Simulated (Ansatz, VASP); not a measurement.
**One calculation of Rh, two programs**

Contents of INCAR:

```
ALGO = Normal
EDIFF = 1E-6
ENCUT = 500
GGA_COMPAT = False
ISIF = 2
ISMEAR = -1
LASPH = True
LCHARG = False
LMAXMIX = 4
LORBIT = 11
LORBMOM = True
LREAL = False
LSORBIT = True
LWAVE = False
MAGMOM = 0 0 0 0 0 0
NBANDS = 42
NELM = 200
PREC = Accurate
SIGMA = 0.1
```

The input KPOINTS:

```
k-points
0
Gamma
  10 10 10
```

POSCAR

```
Rh
1.0
    0.0000000000      2.6961220968      2.6961220968
    2.6961220968      0.0000000000      2.6961220968
    2.6961220968      2.6961220968      0.0000000000
Rh
2
Direct
    0.1250000000      0.1250000000      0.1250000000
    0.8750000000      0.8750000000      0.8750000000
```

Input for Ansatz:

```yaml
crystal:
  lattice:
    - [0.0, 2.6961220968, 2.6961220968]
    - [2.6961220968, 0.0, 2.6961220968]
    - [2.6961220968, 2.6961220968, 0.0]
  atoms:
    - { symbol: Rh, position: [0.125, 0.125, 0.125] }
    - { symbol: Rh, position: [0.875, 0.875, 0.875] }
hamiltonian:
  xc: lda
  pseudopotentials:
    kind: paw_fr
    azcp:
      Rh: "pseudopotentials/Rh.paw.azcp"
basis:
  ecutwfc: 420
  fft_grid_basis: typed
kpoints:
  mp_grid: { grid: [10, 10, 10], shift: [0, 0, 0] }
magnetization:
  noncollinear: true
  spin_orbit: true
scf:
  occupations: { method: fermi_dirac, width: 0.1 }
```

Alike in both runs: task single point; functional LDA; k mesh 10 × 10 × 10; occupations fermi-dirac, width 0.1 eV; non-collinear spin, spin-orbit coupling.

```csv
,VASP,Ansatz
version,VASP 6.6.1,Ansatz 0.2.0
potentials or method,"VASP PAW LDA potentials, release 64 (Rh_pv), cutoff 500 eV","plane waves (420 eV) with PAW, fully relativistic with spin-orbit coupling"
valence electrons in the cell,30,34
```

|  | VASP | Ansatz | Ansatz less VASP |
| --- | --- | --- | --- |
| net moment per atom (μB) | 0.00 | 0.00 | 0.000 |

Ansatz warns that its potentials were made for another functional, while VASP's fit it. LDA's correlation is that of Perdew and Zunger in VASP and of Perdew and Wang (1992) in Ansatz. VASP's potentials hold 30 valence electrons a cell and Ansatz's 34, so a difference there can come from the potentials and not from the codes.
